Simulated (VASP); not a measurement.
# Zn2Si2N (P4/mmm) in VASP: notebook, part 2 of 2

VASP 6.6.1. The steps go on from the part before.

## Step 3: Single point, PBE, collinear spin, ferromagnetic start

This run uses another cell than the first one, of 18.56 Å³/atom.

INCAR

```
ALGO = Normal ; EDIFF = 1E-6
ENCUT = 520 ; GGA = PE
ISIF = 2 ; ISMEAR = 0
ISPIN = 2 ; LASPH = T
LCHARG = F ; LORBIT = 11
LREAL = F ; LWAVE = F
MAGMOM = 0 0 0 0 1 ; NBANDS = 30
NELM = 150 ; PREC = Accurate
SIGMA = 0.1
```

KPOINTS

```
k-points
0
Gamma
  6 6 4
```

POSCAR

```
Zn2Si2N
1.0
    3.5316599165      0.0000000000      0.0000000000
    0.0000000000      3.5316599165      0.0000000000
    0.0000000000      0.0000000000      7.4393978622
Zn Si N
2 2 1
Direct
    0.0000000000      0.0000000000      0.2393721315
    0.0000000000      0.0000000000      0.7606278685
    0.0000000000      0.5000000000      0.5000000000
    0.5000000000      0.0000000000      0.5000000000
    0.0000000000      0.0000000000      0.0000000000
```

Potentials or basis: VASP PAW PBE potentials, release 64 (Zn, Si, N).

Command:

```
> cat potpaw_PBE.64/Zn/POTCAR potpaw_PBE.64/Si/POTCAR potpaw_PBE.64/N/POTCAR > POTCAR
> mpirun -np 1 vasp_std > vasp.out
```

OUTCAR:

```text
EDIFF = 1E-6
   ENCUT = 520
   GGA = PE
   ISIF = 2
   ISMEAR = 0
   ISPIN = 2
   LASPH = T
   LORBIT = 11
   LREAL = F
   NELM = 150
   PREC = Accurate

 ion  position               nearest neighbor table
   1  0.000  0.000  0.239-   5 1.78   4 2.62   3 2.62   3 2.62   4 2.62
   2  0.000  0.000  0.761-   5 1.78   4 2.62   3 2.62   3 2.62   4 2.62
   3  0.000  0.500  0.500-   4 2.50   4 2.50   4 2.50   4 2.50   2 2.62   2 2.62   1 2.62   1 2.62

   4  0.500  0.000  0.500-   3 2.50   3 2.50   3 2.50   3 2.50   1 2.62   2 2.62   1 2.62   2 2.62

   5  0.000  0.000  0.000-   1 1.78   2 1.78

  LATTYP: Found a simple tetragonal cell.
 ALAT       =     3.5316599165
 C/A-ratio  =     2.1064876115

  Lattice vectors:

 A1 = (   3.5316599165,   0.0000000000,   0.0000000000)
 A2 = (   0.0000000000,   3.5316599165,   0.0000000000)
 A3 = (   0.0000000000,   0.0000000000,   7.4393978622)

Analysis of symmetry for initial positions (statically):
=====================================================================
 Subroutine PRICEL returns:
 Original cell was already a primitive cell.

 Routine SETGRP: Setting up the symmetry group for a
 simple tetragonal supercell.

 Subroutine GETGRP returns: Found 16 space group operations
 (whereof 16 operations were pure point group operations)
 out of a pool of 16 trial point group operations.

The static configuration has the point symmetry D_4h.

Analysis of symmetry for dynamics (positions and initial velocities):
=====================================================================
 Subroutine PRICEL returns:
 Original cell was already a primitive cell.

 Routine SETGRP: Setting up the symmetry group for a
 simple tetragonal supercell.

 Subroutine GETGRP returns: Found 16 space group operations
 (whereof 16 operations were pure point group operations)
 out of a pool of 16 trial point group operations.

The dynamic configuration has the point symmetry D_4h.

Analysis of structural, dynamic, and magnetic symmetry:
=====================================================================
 Subroutine PRICEL returns:
 Original cell was already a primitive cell.

 Routine SETGRP: Setting up the symmetry group for a
 simple tetragonal supercell.

 Subroutine GETGRP returns: Found 16 space group operations
 (whereof 16 operations were pure point group operations)
 out of a pool of 16 trial point group operations.

The overall configuration has the point symmetry D_4h.

 Subroutine INISYM returns: Found 16 space group operations
 (whereof 16 operations are pure point group operations),
 and found     1 'primitive' translations

----------------------------------------------------------------------------------------

                                     Primitive cell

  volume of cell :      92.7888

  direct lattice vectors                    reciprocal lattice vectors
     3.531659917  0.000000000  0.000000000     0.283152972  0.000000000  0.000000000
     0.000000000  3.531659917  0.000000000     0.000000000  0.283152972  0.000000000
     0.000000000  0.000000000  7.439397862     0.000000000  0.000000000  0.134419481

  length of vectors
     3.531659917  3.531659917  7.439397862     0.283152972  0.283152972  0.134419481
[... 83 lines left out ...]
   LSORBIT =      F    spin-orbit coupling
   LASPH  =      T    aspherical Exc in radial PAW
   ENCUT  =  520.0 eV  38.22 Ry    6.18 a.u.   6.57  6.57 13.83*2*pi/ulx,y,z
   NELM   =    150;   NELMIN=  2; NELMDL= -5     # of ELM steps
   EDIFF  = 0.1E-05   stopping-criterion for ELM
   LREAL  =      F    real-space projection
   EDIFFG = 0.1E-04   stopping-criterion for IOM
   NSW    =      0    number of steps for IOM
   IBRION =     -1    ionic relax: 0-MD 1-quasi-New 2-CG
   NFREE  =      0    steps in history (QN), initial steepest desc. (CG)
   ISIF   =      2    stress and relaxation
   ISYM   =      2    0-nonsym 1-usesym 2-fastsym
   POTIM  = 0.5000    time-step for ionic-motion
   TEBEG  =    0.0;   TEEND  =   0.0 temperature during run
   PSTRESS=    0.0 pullay stress
   NELECT =      37.0000    total number of electrons
   NUPDOWN=      -1.0000    fix difference up-down
   EMIN   =  10.00;   EMAX   =-10.00  energy-range for DOS
   EFERMI =   0.00;   METHOD = LEGACY
   ISMEAR =     0;   SIGMA  =   0.10  broadening in eV -4-tet -1-fermi 0-gaus
   EFERMI_NEDOS =   21; number of points for ismear=-14 and -15
   IALGO  =     38    algorithm
   IMIX   =      4    mixing-type and parameters
     AMIX     =   0.40;   BMIX     =  1.00
     AMIX_MAG =   1.60;   BMIX_MAG =  1.00
  volume/ion in A,a.u.               =      18.56       125.23
  Fermi-wavevector in a.u.,A,eV,Ry     =   1.204972  2.277067 19.755076  1.451957
  Thomas-Fermi vector in A             =   2.340682
   LORBIT       =     11    0 simple, 1 ext, 2 COOP (PROOUT), +10 PAW based schemes
   GGA     = PE    functional components
   LHFCALC =     F    Hartree Fock is set to
   AEXX    =    0.0000 exact exchange contribution
   IVDW    =     0    specifies the selected vdW correction
   LEPSILON=     F    determine dielectric tensor
   LRPA    =     F    only Hartree local field effects (RPA)
 spin polarized calculation
 Gauss-broadening in eV      SIGMA  =   0.10
  energy-cutoff  :      520.00
  volume of cell :       92.79
 maximum number of plane-waves:      2532
 NGX is ok and might be reduce to    28
   NGX = 13   NGY = 13   NGZ = 27

 number of electron      37.0000027 magnetization       0.9082524

 Free energy of the ion-electron system (eV)
  ---------------------------------------------------
  ext. energy  EPLUGINS =         0.00000000
  ---------------------------------------------------
  free energy    TOTEN  =       -17.57842044 eV

  energy without entropy =      -17.56685932  energy(sigma->0) =      -17.57263988

 E-fermi :   2.7812     XC(G=0):  -9.3843

 val. band max:        2.7729173177   @ k =   0.1667   0.1667   0.5000
 cond. band min:       2.8048903906   @ k =   0.5000   0.5000   0.5000
 fundamental gap:      0.0319730729
 Fermi energy:         2.7811888143

 spin component 1

 k-point     1 :       0.0000    0.0000    0.0000
  band No.  band energies     occupation
      1     -11.4791      1.00000
      2      -9.6036      1.00000
      3      -5.2804      1.00000
      4      -4.5642      1.00000
      5      -4.5642      1.00000
      6      -4.4661      1.00000
[... 781 lines left out ...]
     29      12.8070      0.00000
     30      12.9464      0.00000

 [... further k-points ...]

 spin component 2

 k-point     1 :       0.0000    0.0000    0.0000
  band No.  band energies     occupation
      1     -10.5127      1.00000
      2      -9.4709      1.00000
      3      -5.1838      1.00000
      4      -4.4833      1.00000
      5      -4.4833      1.00000
      6      -4.4567      1.00000
[... 781 lines left out ...]
     29      12.8250      0.00000
     30      12.9887      0.00000

 [... further k-points ...]
[... 5 lines left out ...]
  --------------------------------------------------------------------------------------
  -------------------------------------------------------------------------------------
  Total        0.0106391      0.0106391      1.7703727      0.0000000      0.0000000      0.0000000
  in kB        0.1837038      0.1837038     30.5688952      0.0000000      0.0000000      0.0000000
  external PRESSURE =      10.3121009 kB  Pullay stress =       0.0000000 kB

 VOLUME and BASIS-vectors are now :
 -----------------------------------------------------------------------------
  energy-cutoff  :      520.00
  volume of cell :       92.79
      direct lattice vectors                 reciprocal lattice vectors
     3.531659917  0.000000000  0.000000000     0.283152972  0.000000000  0.000000000
     0.000000000  3.531659917  0.000000000     0.000000000  0.283152972  0.000000000
     0.000000000  0.000000000  7.439397862     0.000000000  0.000000000  0.134419481

 POSITION                                       TOTAL-FORCE (eV/Angst)
 -----------------------------------------------------------------------------------
      0.00000      0.00000      1.78078        -0.000000      0.000000      0.478341
      0.00000      0.00000      5.65861         0.000000      0.000000     -0.478341
      0.00000      1.76583      3.71970         0.000000      0.000000     -0.000000
      1.76583      0.00000      3.71970         0.000000      0.000000     -0.000000
      0.00000      0.00000      0.00000         0.000000      0.000000     -0.000000
 -----------------------------------------------------------------------------------
    total drift:                               -0.000000     -0.000000      0.000000

  FREE ENERGIE OF THE ION-ELECTRON SYSTEM (eV)
  ---------------------------------------------------
  free  energy   TOTEN  =       -17.5784204379 eV

  energy  without entropy=      -17.5668593239  energy(sigma->0) =      -17.57263988

 total charge

# of ion       s       p       d       tot
------------------------------------------
    1        0.605   0.542   9.755  10.901
    2        0.605   0.542   9.755  10.901
    3        0.772   0.842   0.000   1.614
    4        0.772   0.842   0.000   1.614
    5        1.273   2.298   0.000   3.572
--------------------------------------------------
tot          4.028   5.065  19.509  28.602

 magnetization (x)

# of ion       s       p       d       tot
------------------------------------------
    1       -0.012  -0.005   0.030   0.013
    2       -0.012  -0.005   0.030   0.013
    3        0.000   0.004   0.000   0.005
    4        0.000   0.004   0.000   0.005
    5        0.017   0.609   0.000   0.626
--------------------------------------------------
tot         -0.005   0.607   0.059   0.661
```

OSZICAR:

```text
N       E                     dE             d eps       ncg     rms          rms(c)
DAV:   1     0.227106758819E+03    0.22711E+03   -0.16604E+04  3600   0.140E+03
DAV:   2     0.441903081499E+01   -0.22269E+03   -0.20931E+03  3670   0.316E+02
[... 11 lines left out ...]
DAV:  14    -0.175783122937E+02    0.87813E-04   -0.15464E-03  3932   0.233E-01    0.671E-02
DAV:  15    -0.175783954876E+02   -0.83194E-04   -0.27134E-04  4220   0.847E-02    0.267E-02
DAV:  16    -0.175784145279E+02   -0.19040E-04   -0.78615E-05  3960   0.370E-02    0.112E-02
DAV:  17    -0.175784185503E+02   -0.40223E-05   -0.78998E-06  4018   0.151E-02    0.548E-03
DAV:  18    -0.175784198167E+02   -0.12664E-05   -0.32434E-06  3346   0.847E-03    0.420E-03
DAV:  19    -0.175784204379E+02   -0.62125E-06   -0.10300E-06  3002   0.593E-03
   1 F= -.17578420E+02 E0= -.17572640E+02  d E =-.115611E-01  mag=     0.9088
```

stdout:

```text
POSCAR found type information on POSCAR ZnSiN
 POSCAR found :  3 types and       5 ions
 scaLAPACK will be used
 LDA part: xc-table for (Slater+PW92), standard interpolation
 POSCAR, INCAR and KPOINTS ok, starting setup
 FFT: planning ... GRIDC
 FFT: planning ... GRID_SOFT
 FFT: planning ... GRID
 WAVECAR not read
 entering main loop
```

Wall time 3 min (1 thread of Intel Xeon Platinum 8259CL at 2.50GHz (Skylake/Cascade Lake), shared host); peak memory 0.31 GiB.

Results:

```
Free energy                                           : -17.5784 eV
Pressure                                              : 1.0 GPa
Largest force                                         : 0.478 eV/Å
Net moment                                            : 0.91 μB per cell
Site moments                                          : Zn +0.01; Si +0.01; N +0.63 μB
Valence electrons inside the program's atomic spheres : Zn 10.90; Si 1.61; N 3.57
```

Forces on the atoms (eV/Å):
```
Zn   0.000  0.000  0.478
Zn   0.000  0.000 -0.478
Si   0.000  0.000  0.000
Si   0.000  0.000  0.000
N    0.000  0.000  0.000
```
